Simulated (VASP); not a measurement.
Runs of VASP 6.6.1 on MgB2. The structure is that of space group P6/mmm (No. 191), or close to it. The cells are those of the table. 

```csv
task,potentials or basis,cell,cutoff (eV),smearing,gap on the mesh (eV),pressure (GPa)
single point,"VASP PAW PBE potentials, release 64 (Mg, B)","a = 3.069, b = 3.069, c = 3.513 Å, angles 90.0, 90.0, 120.0°, 3 atoms",520,fermi-dirac 0.15 eV,none,(a)
single point,"VASP PAW PBE potentials, release 64 (Mg_sv, B)","a = 3.066, b = 3.066, c = 3.521 Å, angles 90.0, 90.0, 120.0°, 3 atoms",920,gaussian 0.1 eV,none,0.3
relaxation of shape and atoms at fixed volume,"VASP PAW PBE potentials, release 64 (Mg, B)","relaxed from a = 3.120, b = 3.120, c = 3.604 Å, angles 90.0, 90.0, 120.0°, 3 atoms",600,gaussian 0.1 eV,none,-8.3
relaxation of shape and atoms at fixed volume,"VASP PAW PBE potentials, release 64 (Mg, B)","relaxed from a = 3.096, b = 3.096, c = 3.555 Å, angles 90.0, 90.0, 120.0°, 3 atoms",600,gaussian 0.1 eV,none,-4.7
relaxation of shape and atoms at fixed volume,"VASP PAW PBE potentials, release 64 (Mg, B)","relaxed from a = 3.035, b = 3.035, c = 3.485 Å, angles 90.0, 90.0, 120.0°, 3 atoms",600,gaussian 0.1 eV,none,4.3
relaxation of cell and atoms,"VASP PAW PBE potentials, release 64 (Mg, B)","relaxed from a = 3.066, b = 3.066, c = 3.521 Å, angles 90.0, 90.0, 120.0°, 3 atoms",600,fermi-dirac 0.15 eV,none,0.0
single point,"VASP PAW PBE potentials, release 64 (Mg_sv, B)","a = 3.090, b = 3.090, c = 3.570 Å, angles 90.0, 90.0, 120.0°, 3 atoms",920,gaussian 0.1 eV,none,-4.0
```

Alike in all rows: level r2SCAN; no spin polarisation; k mesh 15 × 15 × 12.

Q: Fill in the values left out.

A: (a) -0.4.

Caveats: the PAW data sets were made with another functional, which shifts forces and pressure a little; the cell stands under tension (at least some runs).

A gap of «none» marks levels without a gap at the run's occupations.

The runs don't all hold the same shells in valence.
